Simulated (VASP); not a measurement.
# Al (I4/mmm) in VASP: further runs, part 2 of 2

VASP 6.6.1. The steps go on from the part before.

### Step 3. Single point, PBEsol

Contents of INCAR:

```
PREC     = Accurate       # precision mode
ENCUT    = 520            # plane-wave cutoff, eV
EDIFF    = 1E-6           # SCF threshold, eV
ISMEAR   = 0              # smearing method
SIGMA    = 0.15           # smearing width, eV
LREAL    = F              # projectors in reciprocal space
LASPH    = T              # aspherical terms in the spheres
NELM     = 60             # most SCF steps
ALGO     = Fast           # electronic algorithm
ISIF     = 2              # what is computed and relaxed
LWAVE    = F              # write WAVECAR
LCHARG   = F              # write CHGCAR
GGA      = PS             # functional
NBANDS   = 8              # bands
```

Contents of KPOINTS:

```
Automatic mesh
0
Gamma
  22 22 22
```

Contents of POSCAR:

```
Al
1.0
    0.0000000000      1.9913294518      2.0908959244
    1.9913294518      0.0000000000      2.0908959244
    1.9913294518      1.9913294518      0.0000000000
Al
1
Direct
    0.0000000000      0.0000000000      0.0000000000
```

Potentials or basis: VASP PAW PBE potentials, release 64 (Al).

On the command line:

```console
cat potpaw_PBE.64/Al/POTCAR > POTCAR
mpirun -np 1 vasp_std > vasp.out
```

OUTCAR:

```text
PREC = Accurate
   ENCUT = 520
   EDIFF = 1E-6
   ISMEAR = 0
   LREAL = F
   LASPH = T
   NELM = 60
   ISIF = 2
   GGA = PS

 ion  position               nearest neighbor table
   1  0.000  0.000  0.000-

  LATTYP: Found a body centered tetragonal cell.
 ALAT       =     2.8161651179
 C/A-ratio  =     1.4849242405

  Lattice vectors:

 A1 = (  -1.9913294518,   0.0000000000,   2.0908959244)
 A2 = (   1.9913294518,   0.0000000000,   2.0908959244)
 A3 = (   0.0000000000,   1.9913294518,  -2.0908959244)

Analysis of symmetry for initial positions (statically):
=====================================================================
 Subroutine PRICEL returns:
 Original cell was already a primitive cell.

 Routine SETGRP: Setting up the symmetry group for a
 body centered tetragonal supercell.

 Subroutine GETGRP returns: Found 16 space group operations
 (whereof 16 operations were pure point group operations)
 out of a pool of 16 trial point group operations.

The static configuration has the point symmetry D_4h.

Analysis of symmetry for dynamics (positions and initial velocities):
=====================================================================
 Subroutine PRICEL returns:
 Original cell was already a primitive cell.

 Routine SETGRP: Setting up the symmetry group for a
 body centered tetragonal supercell.

 Subroutine GETGRP returns: Found 16 space group operations
 (whereof 16 operations were pure point group operations)
 out of a pool of 16 trial point group operations.

The dynamic configuration has the point symmetry D_4h.

 Subroutine INISYM returns: Found 16 space group operations
 (whereof 16 operations are pure point group operations),
 and found     1 'primitive' translations

----------------------------------------------------------------------------------------

                                     Primitive cell
[... 111 lines left out ...]
  Fermi-wavevector in a.u.,A,eV,Ry     =   0.925903  1.749704 11.664236  0.857297
  Thomas-Fermi vector in A             =   2.051808
   LORBIT       =      0    0 simple, 1 ext, 2 COOP (PROOUT), +10 PAW based schemes
   GGA     = PS    functional components
   LHFCALC =     F    Hartree Fock is set to
   AEXX    =    0.0000 exact exchange contribution
   IVDW    =     0    specifies the selected vdW correction
   LEPSILON=     F    determine dielectric tensor
   LRPA    =     F    only Hartree local field effects (RPA)
 non-spin polarized calculation
 RMM-DIIS sequential band-by-band and
 Gauss-broadening in eV      SIGMA  =   0.15
  energy-cutoff  :      520.00
  volume of cell :       16.58
 maximum number of plane-waves:       463
 NGX is ok and might be reduce to    24
   NGX = 11   NGY = 11   NGZ = 11

 number of electron       3.0000000 magnetization

 Free energy of the ion-electron system (eV)
  ---------------------------------------------------
  ext. energy  EPLUGINS =         0.00000000
  ---------------------------------------------------
  free energy    TOTEN  =        -4.08803785 eV

  energy without entropy =       -4.08342953  energy(sigma->0) =       -4.08573369

 E-fermi :   7.8954     XC(G=0): -10.2386

 val. band max:        7.8873201243   @ k =   0.5000  -0.0000   0.4091
 cond. band min:       7.8990741628   @ k =  -0.3182   0.0000   0.1364
 fundamental gap:      0.0117540384
 Fermi energy:         7.8954111375

 k-point     1 :       0.0000    0.0000    0.0000
  band No.  band energies     occupation
      1      -3.1973      2.00000
      2      20.1372      0.00000
      3      20.6744      0.00000
      4      20.6744      0.00000
      5      21.8886      0.00000
      6      21.8886      0.00000
      7      22.0202      0.00000
      8      24.3821      0.00000
[... 243 lines left out ...]
 k-point    24 :      -0.4545    0.0455    0.0000
  band No.  band energies     occupation
      1       2.7545      2.00000
      2       4.2424      2.00000
      3      16.9386      0.00000
      4      19.2608      0.00000
      5      19.7990      0.00000
      6      20.5818      0.00000
      7      23.4659      0.00000
      8      23.6013      0.00000

 [... further k-points ...]

------------------------ aborting loop because EDIFF is reached ----------------------------------------

  FORCE on cell =-STRESS in cart. coord.  units (eV):
  Direction    XX          YY          ZZ          XY          YZ          ZX
  --------------------------------------------------------------------------------------
  -------------------------------------------------------------------------------------
  Total       -0.0823873     -0.0823873     -0.3597647      0.0000000      0.0000000      0.0000000
  in kB       -7.9601672     -7.9601672    -34.7600528      0.0000000      0.0000000      0.0000000
  external PRESSURE =     -16.8934624 kB  Pullay stress =       0.0000000 kB

 VOLUME and BASIS-vectors are now :
 -----------------------------------------------------------------------------
  energy-cutoff  :      520.00
  volume of cell :       16.58
      direct lattice vectors                 reciprocal lattice vectors
     0.000000000  1.991329452  2.090895924    -0.251088538  0.251088538  0.239131941
     1.991329452  0.000000000  2.090895924     0.251088538 -0.251088538  0.239131941
     1.991329452  1.991329452  0.000000000     0.251088538  0.251088538 -0.239131941

 POSITION                                       TOTAL-FORCE (eV/Angst)
 -----------------------------------------------------------------------------------
      0.00000      0.00000      0.00000         0.000000      0.000000      0.000000
 -----------------------------------------------------------------------------------
    total drift:                                0.000000     -0.000000      0.000000

  FREE ENERGIE OF THE ION-ELECTRON SYSTEM (eV)
  ---------------------------------------------------
  free  energy   TOTEN  =        -4.0880378473 eV

  energy  without entropy=       -4.0834295350  energy(sigma->0) =       -4.08573369
```

stdout:

```text
POSCAR found type information on POSCAR Al
 POSCAR found :  1 types and       1 ions
 scaLAPACK will be used
 -----------------------------------------------------------------------------
|                                                                             |
|                                                                             |
|     You enforced a specific xc type in the INCAR file but a different       |
|     I HOPE YOU KNOW WHAT YOU ARE DOING!                                     |
|                                                                             |
 -----------------------------------------------------------------------------

 LDA part: xc-table for (Slater+PW92), standard interpolation
 POSCAR, INCAR and KPOINTS ok, starting setup
 FFT: planning ... GRIDC
 FFT: planning ... GRID_SOFT
 FFT: planning ... GRID
 WAVECAR not read
 entering main loop
WARNING in EDDRMM: call to ZHEGV failed, returncode =   8  4      8
```

It took 54 s on 1 thread of Intel Xeon 6975P-C, shared host; peak memory 0.21 GiB.

Results:

* Free energy: -4.0880 eV
* Pressure: -1.7 GPa

Levels at points of the mesh, in eV from the Fermi level:
```csv
k point,band 1,band 2,band 3,band 4,band 5
"(0.00, 0.00, 0.00)",-11.09,12.24,12.78,12.78,13.99
"(0.50, 0.00, 0.00)",-4.57,-4.36,10.63,10.80,11.96
"(0.50, 0.50, 0.00)",-3.35,-2.26,5.63,6.17,6.17
"(0.50, 0.00, 0.50)",-2.67,-1.27,5.10,5.12,5.46
```

Caveat: the PAW data sets were made with another functional, which shifts forces and pressure a little.
